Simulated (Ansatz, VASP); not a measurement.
**Li in VASP and in Ansatz**

The input INCAR:

```
SYSTEM = Li
ALGO = Normal
EDIFF = 1E-6
EDIFFG = -0.04
ENCUT = 600
GGA = PE
IBRION = 2
ISIF = 3
ISMEAR = 0
LASPH = .True.
LCHARG = .False.
LREAL = .False.
LWAVE = .False.
NELM = 80
NSW = 90
PREC = Accurate
SIGMA = 0.1
```

File KPOINTS:

```
k-points
0
Gamma
  6 6 4
  0 0 0
```

POSCAR

```
Li
1.0
    4.1957782200      0.0000000000      0.0000000000
   -2.0978891100      3.6336505300      0.0000000000
    0.0000000000      0.0000000000      5.1454655500
Li
4
Direct
    0.0000000000      0.0000000000      0.0142498100
    0.0000000000      0.0000000000      0.5142498100
    0.3333333300      0.6666666700      0.7929603600
    0.6666666700      0.3333333300      0.2929603600
```

Input for Ansatz:

```yaml
crystal:
  lattice:
    - [4.19577822, 0.0, 0.0]
    - [-2.09788911, 3.63365053, 0.0]
    - [0.0, 0.0, 5.14546555]
  atoms:
    - { symbol: Li, position: [0.0, 0.0, 0.01424981] }
    - { symbol: Li, position: [0.0, 0.0, 0.51424981] }
    - { symbol: Li, position: [0.33333333, 0.66666667, 0.79296036] }
    - { symbol: Li, position: [0.66666667, 0.33333333, 0.29296036] }
basis:
  ecutwfc: 420
kpoints:
  mp_grid: { grid: [6, 6, 4] }
hamiltonian:
  xc: pbe
scf:
  occupations: { method: gaussian, width: 0.1 }
  lower_state_search: "off"
output:
  forces: true
  stress: true
  eigenvalues: true
relax:
  adjacent_minimum: "off"
  f_tol: 0.04
  max_steps: 70
  cell: { stress_tol: 0.4 }
```

Alike in both runs: task relaxation of cell and atoms; functional PBE; k mesh 6 × 6 × 4; occupations gaussian, width 0.1 eV; no spin polarisation.

```csv
,VASP,Ansatz
version,VASP 6.6.1,Ansatz 0.2.0
potentials or method,"VASP PAW PBE potentials, release 64 (Li_sv), cutoff 600 eV","scalar-relativistic, plane waves, PAW"
valence electrons in the cell,12,12
```

Ansatz gave:

```
gap on the k mesh at the Fermi level, each at its own relaxed structure (eV) : none
relaxed volume (Å³/atom)                                                     : 20.21
relaxed cell length with the largest relative difference (Å)                 : 9.700
```

Task: What did VASP give for the same quantities?

Result: gap on the k mesh at the Fermi level, each at its own relaxed structure (eV): none; relaxed volume (Å³/atom): 18.41; relaxed cell length with the largest relative difference (Å): 6.860.

A gap of «none» marks a metal or a gap that the smearing closes. One of these differences is far larger than is usual between the two programs; its cause wasn't traced.

Noted on VASP's run: the cutoff is short for stress, so the pressure is rough.
